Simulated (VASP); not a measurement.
# Lu4H4Rh (I4/m) in VASP: single point with r2SCAN

Aim: the single point of Lu4H4Rh with r2SCAN.

Everything below comes from runs of VASP 6.6.1. Logs are shortened: lines on timing, memory, paths and dates and some standing lists are left out, and cuts for length are marked.

## 1. The cell of the first run

It takes space group I4/m (No. 87, tetragonal). The conventional cell has a = 7.473 Å, b = 7.473 Å, c = 4.849 Å, α = 90.00°, β = 90.00°, γ = 90.00°. Lu (site symmetry m) has 5 H at 2.21 to 2.58 Å within 2.9 Å. H (site symmetry m) has 5 Lu at 2.21 to 2.58 Å and 1 Rh at 2.24 Å within 2.9 Å. Rh (site symmetry 4/m) has 4 H at 2.24 Å within 3.0 Å.

## 2. Single point, r2SCAN

File POSCAR:

```
Lu4H4Rh
1.0
    0.0000000000      0.0000000000      4.8492890000
    3.7362990000     -3.7362990000      2.4246440000
    3.7362990000      3.7362990000     -2.4246440000
Lu H Rh
4 4 1
Direct
    0.2110000000      0.1840000000      0.6060000000
    0.3950000000      0.3940000000      0.1840000000
    0.7890000000      0.8160000000      0.3940000000
    0.6050000000      0.6060000000      0.8160000000
    0.2920000000      0.7740000000      0.3580000000
    0.0660000000      0.6420000000      0.7740000000
    0.7080000000      0.2260000000      0.6420000000
    0.9340000000      0.3580000000      0.2260000000
    0.0000000000      0.0000000000      0.0000000000
```

File INCAR.step1:

```
SYSTEM = Lu4H4Rh
ALGO = Normal
EDIFF = 1E-4
ENCUT = 520
GGA = PE
ISMEAR = -1
LASPH = .TRUE.
LCHARG = .FALSE.
LREAL = .FALSE.
LWAVE = .TRUE.
NBANDS = 70
NELM = 80
PREC = Accurate
SIGMA = 0.1
```

File INCAR.step2:

```
SYSTEM = Lu4H4Rh
ALGO = Normal
EDIFF = 1E-6
ENCUT = 520
ISIF = 2
ISMEAR = -1
ISTART = 1
LASPH = .TRUE.
LCHARG = .FALSE.
LMIXTAU = .TRUE.
LREAL = .FALSE.
LWAVE = .FALSE.
METAGGA = R2SCAN
NBANDS = 70
NELM = 80
PREC = Accurate
SIGMA = 0.1
```

File KPOINTS:

```
k-points
0
G
  5 5 5
  0 0 0
```

Potentials or basis: VASP PAW PBE potentials, release 64 (Lu, H, Rh_pv).

Command:

```sh
$ cat potpaw_PBE.64/Lu/POTCAR potpaw_PBE.64/H/POTCAR potpaw_PBE.64/Rh_pv/POTCAR > POTCAR
$ cp INCAR.step1 INCAR
$ mpirun -np 1 vasp_std > vasp.out
$ cp INCAR.step2 INCAR
$ mpirun -np 1 vasp_std > vasp.out
```

OUTCAR:

```text
SYSTEM = Lu4H4Rh
   EDIFF = 1E-6
   ENCUT = 520
   ISIF = 2
   ISMEAR = -1
   ISTART = 1
   LASPH = .TRUE.
   LREAL = .FALSE.
   METAGGA = R2SCAN
   NELM = 80
   PREC = Accurate

 ion  position               nearest neighbor table
   1  0.211  0.184  0.606-   8 2.21   2 3.25   4 3.25   3 3.30   3 3.30   9 3.34   9 3.34   9 3.35
                             2 3.48   4 3.48   4 3.48   2 3.48   3 3.52
   2  0.395  0.394  0.184-   5 2.21   1 3.25   3 3.25   4 3.30   4 3.30   9 3.34   9 3.34   9 3.35
                             1 3.48   3 3.48   3 3.48   1 3.48   4 3.52
   3  0.789  0.816  0.394-   6 2.21   4 3.25   2 3.25   1 3.30   1 3.30   9 3.34   9 3.34   9 3.35
                             4 3.48   2 3.48   2 3.48   4 3.48   1 3.52
   4  0.605  0.606  0.816-   7 2.21   3 3.25   1 3.25   2 3.30   2 3.30   9 3.34   9 3.34   9 3.35
                             3 3.48   1 3.48   1 3.48   3 3.48   2 3.52
   5  0.292  0.774  0.358-   2 2.21
   6  0.066  0.642  0.774-   3 2.21
   7  0.708  0.226  0.642-   4 2.21
   8  0.934  0.358  0.226-   1 2.21
   9  0.000  0.000  0.000-   1 3.34   3 3.34   2 3.34   4 3.34   4 3.34   2 3.34   1 3.34   3 3.34
                             1 3.35   3 3.35   4 3.35   2 3.35

  LATTYP: Found a body centered tetragonal cell.
 ALAT       =     7.4725980000
 C/A-ratio  =     0.6489428442

  Lattice vectors:

 A1 = (   3.7362990000,  -3.7362990000,  -2.4246450000)
 A2 = (  -3.7362990000,   3.7362990000,  -2.4246440000)
 A3 = (   3.7362990000,   3.7362990000,   2.4246450000)

Analysis of symmetry for initial positions (statically):
=====================================================================
 Subroutine PRICEL returns:
 Original cell was already a primitive cell.

 Routine SETGRP: Setting up the symmetry group for a
 body centered tetragonal supercell.

 Subroutine GETGRP returns: Found  8 space group operations
 (whereof  8 operations were pure point group operations)
 out of a pool of 16 trial point group operations.

The static configuration has the point symmetry C_4h.

Analysis of symmetry for dynamics (positions and initial velocities):
=====================================================================
 Subroutine PRICEL returns:
 Original cell was already a primitive cell.

 Routine SETGRP: Setting up the symmetry group for a
 body centered tetragonal supercell.

 Subroutine GETGRP returns: Found  8 space group operations
 (whereof  8 operations were pure point group operations)
 out of a pool of 16 trial point group operations.

The dynamic configuration has the point symmetry C_4h.

 Subroutine INISYM returns: Found  8 space group operations
 (whereof  8 operations are pure point group operations),
 and found     1 'primitive' translations

----------------------------------------------------------------------------------------

                                     Primitive cell

  volume of cell :     135.3915

  direct lattice vectors                    reciprocal lattice vectors
     0.000000000  0.000000000  4.849289000     0.000000000  0.133822239  0.206215798
     3.736299000 -3.736299000  2.424644000     0.133822266 -0.133822266  0.000000000
     3.736299000  3.736299000 -2.424644000     0.133822266  0.133822266  0.000000000

  length of vectors
     4.849289000  5.813670008  5.813670008     0.245831948  0.189253264  0.189253264

  position of ions in fractional coordinates (direct lattice)
     0.211000000  0.184000000  0.606000000
     0.395000000  0.394000000  0.184000000
     0.789000000  0.816000000  0.394000000
     0.605000000  0.606000000  0.816000000
     0.292000000  0.774000000  0.358000000
     0.066000000  0.642000000  0.774000000
     0.708000000  0.226000000  0.642000000
     0.934000000  0.358000000  0.226000000
     0.000000000  0.000000000  0.000000000

  ion indices of the primitive-cell ions
   primitive index   ion index
                 1           1
                 2           2
                 3           3
                 4           4
                 5           5
                 6           6
                 7           7
                 8           8
                 9           9

----------------------------------------------------------------------------------------

 KPOINTS: k-points

Automatic generation of k-mesh.
 Grid dimensions read from file:
 generate k-points for:    5    5    5

 Generating k-lattice:

  Cartesian coordinates                     Fractional coordinates (reciprocal lattice)
     0.000000000  0.026764448  0.041243160     0.200000000  0.000000000  0.000000000
     0.026764453 -0.026764453  0.000000000     0.000000000  0.200000000  0.000000000
     0.026764453  0.026764453  0.000000000     0.000000000  0.000000000  0.200000000

  Length of vectors
     0.049166390  0.037850653  0.037850653

  Shift w.r.t. Gamma in fractional coordinates (k-lattice)
     0.000000000  0.000000000  0.000000000

 Subroutine IBZKPT returns following result:
 ===========================================

 Found     21 irreducible k-points:

 Following reciprocal coordinates:
            Coordinates               Weight
  0.000000  0.000000  0.000000      1.000000
  0.200000 -0.000000  0.000000      8.000000
  0.400000 -0.000000  0.000000      8.000000
  0.000000  0.200000  0.000000      4.000000
  0.400000  0.200000  0.000000      8.000000
 -0.400000  0.200000 -0.000000      8.000000
[... 13 lines left out ...]
  0.000000  0.400000  0.400000      4.000000
  0.200000 -0.400000  0.400000      2.000000
   k-points           NKPTS =     21   k-points in BZ     NKDIM =     21   number of bands    NBANDS=     70
   number of dos      NEDOS =    301   number of ions     NIONS =      9
   total plane-waves  NPLWV =  82944
   dimension x,y,z NGX =    36 NGY =   48 NGZ =   48
   dimension x,y,z NGXF=    72 NGYF=   96 NGZF=   96
   ions per type =               4   4   1
   NGX,Y,Z   is equivalent  to a cutoff of  12.34, 13.73, 13.73 a.u.
   NGXF,Y,Z  is equivalent  to a cutoff of  24.68, 27.45, 27.45 a.u.
 SYSTEM =  Lu4H4Rh
   PREC   = accura    normal or accurate (medium, high low for compatibility)
   ISTART =      1    job   : 0-new  1-cont  2-samecut
   ICHARG =      0    charge: 1-file 2-atom 10-const
   ISPIN  =      1    spin polarized calculation?
   LNONCOLLINEAR =      F non collinear calculations
   LSORBIT =      F    spin-orbit coupling
   LASPH  =      T    aspherical Exc in radial PAW
   ENCUT  =  520.0 eV  38.22 Ry    6.18 a.u.   9.02 10.81 10.81*2*pi/ulx,y,z
   NELM   =     80;   NELMIN=  2; NELMDL=  0     # of ELM steps
   EDIFF  = 0.1E-05   stopping-criterion for ELM
   LREAL  =      F    real-space projection
   EDIFFG = 0.1E-04   stopping-criterion for IOM
   NSW    =      0    number of steps for IOM
   IBRION =     -1    ionic relax: 0-MD 1-quasi-New 2-CG
   NFREE  =      0    steps in history (QN), initial steepest desc. (CG)
   ISIF   =      2    stress and relaxation
   ISYM   =      2    0-nonsym 1-usesym 2-fastsym
   POTIM  = 0.5000    time-step for ionic-motion
   TEBEG  =    0.0;   TEEND  =   0.0 temperature during run
   PSTRESS=    0.0 pullay stress
   NELECT =     119.0000    total number of electrons
   NUPDOWN=      -1.0000    fix difference up-down
   EMIN   =  10.00;   EMAX   =-10.00  energy-range for DOS
   EFERMI =   0.00;   METHOD = LEGACY
   ISMEAR =    -1;   SIGMA  =   0.10  broadening in eV -4-tet -1-fermi 0-gaus
   EFERMI_NEDOS =   21; number of points for ismear=-14 and -15
   IALGO  =     38    algorithm
   IMIX   =      4    mixing-type and parameters
     AMIX     =   0.40;   BMIX     =  1.00
     AMIX_MAG =   1.60;   BMIX_MAG =  1.00
  volume/ion in A,a.u.               =      15.04       101.52
  Fermi-wavevector in a.u.,A,eV,Ry     =   1.568171  2.963413 33.458901  2.459160
  Thomas-Fermi vector in A             =   2.670242
   LORBIT       =      0    0 simple, 1 ext, 2 COOP (PROOUT), +10 PAW based schemes
   METAGGA = R2SCAN    functional components
   LHFCALC =     F    Hartree Fock is set to
   AEXX    =    0.0000 exact exchange contribution
   IVDW    =     0    specifies the selected vdW correction
   LEPSILON=     F    determine dielectric tensor
   LRPA    =     F    only Hartree local field effects (RPA)
 non-spin polarized calculation
  energy-cutoff  :      520.00
  volume of cell :      135.39
 maximum number of plane-waves:      3659
   NGX = 17   NGY = 21   NGZ = 21

 number of electron     119.0000014 magnetization

 Free energy of the ion-electron system (eV)
  ---------------------------------------------------
  ext. energy  EPLUGINS =         0.00000000
  ---------------------------------------------------
  free energy    TOTEN  =      -192.16359158 eV

  energy without entropy =     -191.97558771  energy(sigma->0) =     -192.06958964

 E-fermi :   3.5018     XC(G=0): -12.2086

 val. band max:        3.5015936190   @ k =   0.4000  -0.0000   0.0000
 cond. band min:       3.5108627770   @ k =   0.0000   0.4000   0.4000
 fundamental gap:      0.0092691580
 Fermi energy:         3.5018492296

 k-point     1 :       0.0000    0.0000    0.0000
  band No.  band energies     occupation
      1     -54.6157      2.00000
      2     -54.5729      2.00000
      3     -54.5713      2.00000
      4     -54.5713      2.00000
      5     -43.6551      2.00000
      6     -43.6551      2.00000
[... 62 lines left out ...]
     69       7.7394      0.00000
     70       7.8197      0.00000

 k-point     2 :       0.2000   -0.0000    0.0000
  band No.  band energies     occupation
      1     -54.6104      2.00000
      2     -54.5772      2.00000
      3     -54.5737      2.00000
      4     -54.5699      2.00000
      5     -43.6551      2.00000
      6     -43.6551      2.00000
[... 1379 lines left out ...]
 k-point    21 :       0.2000   -0.4000    0.4000
  band No.  band energies     occupation
      1     -54.5884      2.00000
      2     -54.5884      2.00000
      3     -54.5810      2.00000
      4     -54.5735      2.00000
      5     -43.6550      2.00000
      6     -43.6550      2.00000
[... 62 lines left out ...]
     69       7.4035      0.00000
     70       7.6740      0.00000

------------------------ aborting loop because EDIFF is reached ----------------------------------------

  FORCE on cell =-STRESS in cart. coord.  units (eV):
  Direction    XX          YY          ZZ          XY          YZ          ZX
  --------------------------------------------------------------------------------------
  -------------------------------------------------------------------------------------
  Total       -6.1572727     -6.1572727     -7.9160736      0.0000206     -0.0000008     -0.0000000
  in kB      -72.8631022    -72.8631022    -93.6761629      0.0002438     -0.0000098     -0.0000000
  external PRESSURE =     -79.8007891 kB  Pullay stress =       0.0000000 kB

 VOLUME and BASIS-vectors are now :
 -----------------------------------------------------------------------------
  energy-cutoff  :      520.00
  volume of cell :      135.39
      direct lattice vectors                 reciprocal lattice vectors
     0.000000000  0.000000000  4.849289000     0.000000000  0.133822239  0.206215798
     3.736299000 -3.736299000  2.424644000     0.133822266 -0.133822266  0.000000000
     3.736299000  3.736299000 -2.424644000     0.133822266  0.133822266  0.000000000

 POSITION                                       TOTAL-FORCE (eV/Angst)
 -----------------------------------------------------------------------------------
      2.95168      1.57672      0.00000         0.049701     -0.576965     -0.000000
      2.15958     -0.78462      2.42464         0.576965      0.049701      0.000000
      4.52092     -1.57672      4.84929        -0.049701      0.576965      0.000000
      5.31302      0.78462      2.42464        -0.576965     -0.049701     -0.000000
      4.22949     -1.55430      2.42464         0.738271     -0.000716     -0.000000
      5.29060      0.49319      0.00000         0.000716      0.738271      0.000000
      3.24311      1.55430      2.42464        -0.738271      0.000716      0.000000
      2.18200     -0.49319      4.84929        -0.000716     -0.738271     -0.000000
      0.00000      0.00000      0.00000         0.000000     -0.000000     -0.000000
 -----------------------------------------------------------------------------------
    total drift:                               -0.000000     -0.000000      0.000000

  FREE ENERGIE OF THE ION-ELECTRON SYSTEM (eV)
  ---------------------------------------------------
  free  energy   TOTEN  =      -192.1635915791 eV

  energy  without entropy=     -191.9755877083  energy(sigma->0) =     -192.06958964
```

Run time: 16 min. Hardware: 1 thread of Intel Xeon Platinum 8259CL at 2.50GHz (Skylake/Cascade Lake), shared host; peak memory 0.41 GiB.

Results:

```yaml
Free_energy: -192.1636 eV
Pressure: -8.0 GPa
Largest_force: 0.738 eV/Å
Band_gap_on_the_k_mesh: zero (an odd number of electrons rules out a gap without spin polarisation)
```

Forces on the atoms (eV/Å):
```
Lu   0.050 -0.577  0.000
Lu   0.577  0.050  0.000
Lu  -0.050  0.577  0.000
Lu  -0.577 -0.050  0.000
H    0.738 -0.001  0.000
H    0.001  0.738  0.000
H   -0.738  0.001  0.000
H   -0.001 -0.738  0.000
Rh   0.000  0.000  0.000
```

Caveat: the cell stands under tension; the PAW data sets were made with another functional, which shifts forces and pressure a little; spin-orbit coupling is left out, which moves the levels of the heavy elements.
